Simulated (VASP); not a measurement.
Set up this calculation in VASP 6.6.1, as the native input.

- Task: single point
- Functional: PBE
- Potentials or basis: VASP PAW PBE potentials, release 64 (La, Zr_sv, O)
- Cutoff: 520 eV
- k mesh: 4 × 4 × 4
- Occupations: gaussian, width 0.1 eV
- Spin: no spin polarisation
- Dipole correction: no
- Further INCAR settings: ALGO = Normal; EDIFF = 1e-06; NBANDS = 34

The structure of La2Zr2O lies in POSCAR:

```
La2Zr2O
1.0
    4.9844151574      0.0000000000      0.0000000000
    0.0000000000      4.9844151574      0.0000000000
    0.0000000000      0.0000000000      6.7112342698
La Zr O
2 2 1
Direct
    0.0000000000      0.5000000000      0.0000000000
    0.5000000000      0.0000000000      0.0000000000
    0.5000000000      0.5000000000      0.6693733411
    0.5000000000      0.5000000000      0.3306266589
    0.5000000000      0.5000000000      0.0000000000
```

One way to write it, as run:

INCAR

```
PREC = Accurate
ENCUT = 520
EDIFF = 1E-6
ISMEAR = 0
SIGMA = 0.1
LREAL = False
LASPH = True
NELM = 60
ALGO = Normal
ISIF = 2
LWAVE = False
LCHARG = False
GGA = PE
NBANDS = 34
```

KPOINTS

```
regular mesh
0
Gamma
  4 4 4
```

Potentials or basis: VASP PAW PBE potentials, release 64 (La, Zr_sv, O).

Launch:

```console
$ cat potpaw_PBE.64/La/POTCAR potpaw_PBE.64/Zr_sv/POTCAR potpaw_PBE.64/O/POTCAR > POTCAR
$ mpirun -np 1 vasp_std > vasp.out
```

Results of the run:

| Item | Value |
| --- | --- |
| Pressure | 0.3 GPa |
| Largest force | 0.101 eV/Å |
| Band gap on the k mesh | zero (band 26 reaches 5.81 eV, above the bottom of band 27 at 4.84 eV) |

Caveat: spin-orbit coupling is left out, which moves the levels of the heavy elements.

It took 93 s on 1 thread of Intel(R) Xeon(R) 6975P-C (Granite Rapids), with other jobs on the host, peak memory 0.33 GiB.
